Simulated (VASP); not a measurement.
Runs of VASP 6.6.1 on MgBe2SeO2. The structure is that of space group Cmmm (No. 65), or close to it. The cells are those of the table. 

```csv
task,cell,k mesh,cutoff (eV),gap on the mesh (eV),pressure (GPa),relaxed volume (Å³/atom),largest force (eV/Å)
relaxation of cell and atoms,"relaxed from a = 7.344, b = 7.344, c = 2.593 Å, angles 90.0, 90.0, 142.8°, 6 atoms",4 × 4 × 6,600,none,0.0,16.35,0.02
single point,"a = 7.344, b = 7.344, c = 2.593 Å, angles 90.0, 90.0, 142.8°, 6 atoms",4 × 4 × 4,520,none,0.2,-,0.01
single point,"a = 8.179, b = 8.179, c = 2.487 Å, angles 90.0, 90.0, 145.4°, 6 atoms",4 × 4 × 6,520,none,0.3,-,-
relaxation of cell and atoms,"relaxed from a = 4.679, b = 4.679, c = 3.881 Å, angles 90.0, 90.0, 118.0°, 6 atoms",4 × 4 × 4,600,none,-0.1,(b),0.02
single point,"a = 8.087, b = 8.087, c = 2.542 Å, angles 90.0, 90.0, 145.6°, 6 atoms",8 × 8 × 16,520,none,(c),-,-
single point,"a = 4.679, b = 4.679, c = 3.881 Å, angles 90.0, 90.0, 118.0°, 6 atoms",4 × 4 × 4,520,none,(a),-,0.21
```

Alike in all rows: level PBE; potentials or basis VASP PAW PBE potentials, release 64 (Mg, Be, Se, O); no spin polarisation; smearing gaussian 0.1 eV.

Q: Fill in the values left out.

A: (a) -5.1; (b) 11.62; (c) 0.1.

Caveats: some runs use coarse meshes; the volume moved by over 15 % at a fixed basis, so the end points are rough (some runs).

A k mesh can miss the band edges, and the runs leave out spin-orbit coupling on Se.

A gap of «none» marks levels without a gap at the run's occupations.
